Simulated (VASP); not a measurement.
Write the native input for VASP 6.6.1 that does the following.

```
Task                   : single point
Functional             : PBE
Potentials or basis    : VASP PAW PBE potentials, release 64 (Cu, O)
Cutoff                 : 520 eV
k mesh                 : 14 × 14 × 8
Occupations            : gaussian, width 0.1 eV
Spin                   : no spin polarisation
Hubbard terms          : Cu d U = 4.0 eV
Dipole correction      : no
Further INCAR settings : ALGO = Normal; EDIFF = 1e-07; NBANDS = 25
```

The structure of CuO lies in POSCAR:

```
CuO
1.0
    2.0892279855     -2.1017374875      0.0000000000
    2.0892279855      2.1017374875      0.0000000000
    0.0000000000      0.0000000000      5.1736342611
Cu O
2 2
Direct
    0.0000000000      0.5000000000      0.0000000000
    0.5000000000      0.0000000000      0.5000000000
    0.5000000000      0.5000000000      0.2500000000
    0.5000000000      0.5000000000      0.7500000000
```

One way to write it, as run:

INCAR

```
SYSTEM = CuO
  PREC = Accurate
  ENCUT = 520
  EDIFF = 1E-7
  ISMEAR = 0
  SIGMA = 0.1
  LREAL = .False.
  LASPH = .True.
  NELM = 150
  ALGO = Normal
  ISIF = 2
  LWAVE = .False.
  LCHARG = .False.
  LMAXMIX = 4
  LDAU = .True.
  LDAUTYPE = 2
  LDAUL = 2 -1
  LDAUU = 4 0
  LDAUJ = 0 0
  LDAUPRINT = 1
  GGA = PE
  NBANDS = 25
```

KPOINTS

```
regular mesh
0
Gamma
  14 14 8
  0 0 0
```

Potentials or basis: VASP PAW PBE potentials, release 64 (Cu, O).

Command:

```console
$ cat potpaw_PBE.64/Cu/POTCAR potpaw_PBE.64/O/POTCAR > POTCAR
$ mpirun -np 1 vasp_std > vasp.out
```

It gave:

```yaml
Pressure: -3.2 GPa
Band_gap_on_the_k_mesh: zero (bands 17 and 18 overlap by 1.19 eV)
```

Caveat: the cell stands under tension; U without spin polarisation on a metal has little footing.

Run time: 4 min on 1 thread of Intel Xeon 8259CL, with other jobs on the host, peak memory 0.37 GiB.
